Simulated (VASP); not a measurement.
# GaCuSe2 (P4/mmm) in VASP: further runs, part 2 of 2

VASP 6.6.1.

## (3) Single point, PBE, collinear spin, ferromagnetic start

This run uses another cell than the first one, of 18.75 Å³/atom, 0.997 times its volume.

INCAR

```
SYSTEM = GaCuSe2
PREC = Accurate ; ENCUT = 520
EDIFF = 1E-6 ; ISMEAR = 0
SIGMA = 0.1 ; LREAL = .False.
LASPH = .True. ; NELM = 150
ALGO = Normal ; ISIF = 2
LWAVE = .False. ; LCHARG = .True.
ISPIN = 2 ; MAGMOM = 0 1 0 0
LORBIT = 11 ; LMAXMIX = 4
GGA = PE ; LELF = .True.
LVHAR = .True. ; NBANDS = 30
```

KPOINTS

```
Automatic mesh
0
Gamma
  6 6 4
  0 0 0
```

POSCAR

```
GaCuSe2
1.0
    3.7744160000      0.0000000000      0.0000000000
    0.0000000000      3.7744160000      0.0000000000
    0.0000000000      0.0000000000      5.2658910000
Ga Cu Se
1 1 2
Direct
    0.5000000000      0.5000000000      0.5000000000
    0.0000000000      0.0000000000      0.0000000000
    0.0000000000      0.0000000000      0.5000000000
    0.5000000000      0.5000000000      0.0000000000
```

Potentials or basis: VASP PAW PBE potentials, release 64 (Ga_d, Cu, Se).

On the command line:

```bash
cat potpaw_PBE.64/Ga_d/POTCAR potpaw_PBE.64/Cu/POTCAR potpaw_PBE.64/Se/POTCAR > POTCAR
mpirun -np 1 vasp_std > vasp.out
```

OUTCAR:

```text
SYSTEM = GaCuSe2
   PREC = Accurate
   ENCUT = 520
   EDIFF = 1E-6
   ISMEAR = 0
   LREAL = .False.
   LASPH = .True.
   NELM = 150
   ISIF = 2
   ISPIN = 2
   LORBIT = 11
   GGA = PE

 ion  position               nearest neighbor table
   1  0.500  0.500  0.500-   4 2.63   4 2.63   3 2.67   3 2.67   3 2.67   3 2.67
   2  0.000  0.000  0.000-   3 2.63   3 2.63   4 2.67   4 2.67   4 2.67   4 2.67
   3  0.000  0.000  0.500-   2 2.63   2 2.63   1 2.67   1 2.67   1 2.67   1 2.67
   4  0.500  0.500  0.000-   1 2.63   1 2.63   2 2.67   2 2.67   2 2.67   2 2.67

  LATTYP: Found a simple tetragonal cell.
 ALAT       =     3.7744160000
 C/A-ratio  =     1.3951538463

  Lattice vectors:

 A1 = (   3.7744160000,   0.0000000000,   0.0000000000)
 A2 = (   0.0000000000,   3.7744160000,   0.0000000000)
 A3 = (   0.0000000000,   0.0000000000,   5.2658910000)

Analysis of symmetry for initial positions (statically):
=====================================================================
 Subroutine PRICEL returns:
 Original cell was already a primitive cell.

 Routine SETGRP: Setting up the symmetry group for a
 simple tetragonal supercell.

 Subroutine GETGRP returns: Found 16 space group operations
 (whereof 16 operations were pure point group operations)
 out of a pool of 16 trial point group operations.

The static configuration has the point symmetry D_4h.

Analysis of symmetry for dynamics (positions and initial velocities):
=====================================================================
 Subroutine PRICEL returns:
 Original cell was already a primitive cell.

 Routine SETGRP: Setting up the symmetry group for a
 simple tetragonal supercell.

 Subroutine GETGRP returns: Found 16 space group operations
 (whereof 16 operations were pure point group operations)
 out of a pool of 16 trial point group operations.

The dynamic configuration has the point symmetry D_4h.

Analysis of structural, dynamic, and magnetic symmetry:
=====================================================================
 Subroutine PRICEL returns:
 Original cell was already a primitive cell.

 Routine SETGRP: Setting up the symmetry group for a
 simple tetragonal supercell.

[... 155 lines left out ...]

  energy without entropy =      -14.61346709  energy(sigma->0) =      -14.61655298

 E-fermi :   5.3338     XC(G=0): -10.6550

 val. band max:        5.2947553725   @ k =   0.3333   0.0000   0.5000
 cond. band min:       5.3896809302   @ k =   0.3333   0.0000   0.2500
 fundamental gap:      0.0949255578
 Fermi energy:         5.3337983593

 spin component 1

 k-point     1 :       0.0000    0.0000    0.0000
  band No.  band energies     occupation
      1      -9.9533      1.00000
      2      -9.7660      1.00000
      3      -9.7615      1.00000
      4      -9.7144      1.00000
      5      -9.7144      1.00000
      6      -9.3943      1.00000
[... 781 lines left out ...]
     29      18.4271      0.00000
     30      18.8482      0.00000

 [... further k-points ...]

 spin component 2

 k-point     1 :       0.0000    0.0000    0.0000
  band No.  band energies     occupation
      1      -9.9533      1.00000
      2      -9.7660      1.00000
      3      -9.7615      1.00000
      4      -9.7144      1.00000
      5      -9.7144      1.00000
      6      -9.3943      1.00000
[... 781 lines left out ...]
     29      18.4269      0.00000
     30      18.9089      0.00000

 [... further k-points ...]
[... 5 lines left out ...]
  --------------------------------------------------------------------------------------
  -------------------------------------------------------------------------------------
  Total       -0.0340183     -0.0340183      0.5206849      0.0000000      0.0000000      0.0000000
  in kB       -0.7265280     -0.7265280     11.1202403      0.0000000      0.0000000      0.0000000
  external PRESSURE =       3.2223948 kB  Pullay stress =       0.0000000 kB

 VOLUME and BASIS-vectors are now :
 -----------------------------------------------------------------------------
  energy-cutoff  :      520.00
  volume of cell :       75.02
      direct lattice vectors                 reciprocal lattice vectors
     3.774416000  0.000000000  0.000000000     0.264941649  0.000000000  0.000000000
     0.000000000  3.774416000  0.000000000     0.000000000  0.264941649  0.000000000
     0.000000000  0.000000000  5.265891000     0.000000000  0.000000000  0.189901386

 POSITION                                       TOTAL-FORCE (eV/Angst)
 -----------------------------------------------------------------------------------
      1.88721      1.88721      2.63295         0.000000      0.000000      0.000000
      0.00000      0.00000      0.00000         0.000000      0.000000      0.000000
      0.00000      0.00000      2.63295         0.000000      0.000000      0.000000
      1.88721      1.88721      0.00000         0.000000      0.000000      0.000000
 -----------------------------------------------------------------------------------
    total drift:                                0.000000      0.000000      0.000000

  FREE ENERGIE OF THE ION-ELECTRON SYSTEM (eV)
  ---------------------------------------------------
  free  energy   TOTEN  =       -14.6196388703 eV

  energy  without entropy=      -14.6134670897  energy(sigma->0) =      -14.61655298

 total charge

# of ion       s       p       d       tot
------------------------------------------
    1        0.948   0.541  10.003  11.492
    2        0.331   0.250   9.218   9.799
    3        1.468   2.320   0.045   3.833
    4        1.471   2.290   0.042   3.802
--------------------------------------------------
tot          4.217   5.401  19.307  28.925

 magnetization (x)

# of ion       s       p       d       tot
------------------------------------------
    1       -0.000  -0.000   0.000  -0.000
    2        0.000   0.000   0.000   0.000
    3       -0.000  -0.000  -0.000  -0.000
    4        0.000   0.000  -0.000   0.000
--------------------------------------------------
tot         -0.000   0.000   0.000   0.000
```

OSZICAR:

```text
N       E                     dE             d eps       ncg     rms          rms(c)
DAV:   1     0.292980733270E+03    0.29298E+03   -0.15594E+04  3840   0.163E+03
DAV:   2     0.238342862027E+02   -0.26915E+03   -0.25192E+03  3716   0.420E+02
DAV:   3    -0.143569312038E+02   -0.38191E+02   -0.36790E+02  4348   0.126E+02
DAV:   4    -0.158232551316E+02   -0.14663E+01   -0.14569E+01  4318   0.250E+01
DAV:   5    -0.158548844189E+02   -0.31629E-01   -0.31620E-01  4368   0.401E+00    0.120E+01
DAV:   6    -0.181084078573E+02   -0.22535E+01   -0.29343E+01  4682   0.945E+01    0.117E+01
DAV:   7    -0.148170438151E+02    0.32914E+01   -0.69690E+00  4500   0.525E+01    0.409E+00
DAV:   8    -0.146667577003E+02    0.15029E+00   -0.20637E+00  5238   0.316E+01    0.252E+00
DAV:   9    -0.146110976398E+02    0.55660E-01   -0.48703E-01  5260   0.113E+01    0.737E-01
DAV:  10    -0.146228696246E+02   -0.11772E-01   -0.34278E-02  5604   0.260E+00    0.563E-01
DAV:  11    -0.146193336676E+02    0.35360E-02   -0.13495E-02  4962   0.263E+00    0.122E-01
DAV:  12    -0.146196828819E+02   -0.34921E-03   -0.16619E-03  5508   0.456E-01    0.775E-02
DAV:  13    -0.146196324054E+02    0.50477E-04   -0.23687E-04  5244   0.312E-01    0.362E-02
DAV:  14    -0.146196366559E+02   -0.42506E-05   -0.33141E-05  5168   0.728E-02    0.137E-02
DAV:  15    -0.146196383965E+02   -0.17405E-05   -0.55383E-06  4612   0.265E-02    0.591E-03
DAV:  16    -0.146196388703E+02   -0.47384E-06   -0.97736E-07  2706   0.192E-02
   1 F= -.14619639E+02 E0= -.14616553E+02  d E =-.617178E-02  mag=    -0.0000
```

Run time: 1.7 min. Hardware: 1 thread of Oxide Virtual Turin-like, shared host; peak memory 0.23 GiB.

What came out:

| Item | Value |
| --- | --- |
| Free energy | -14.6196 eV |
| Pressure | 0.3 GPa |
| Band gap on the k mesh | zero (filled and empty bands overlap) |
| Net moment | 0.00 μB per cell |
| Valence electrons inside the program's atomic spheres | Ga 11.49; Cu 9.80; Se 3.83, 3.80 |

With open d or f shells a metallic result of PBE can be an artefact of self-interaction; +U or a hybrid may open a gap.
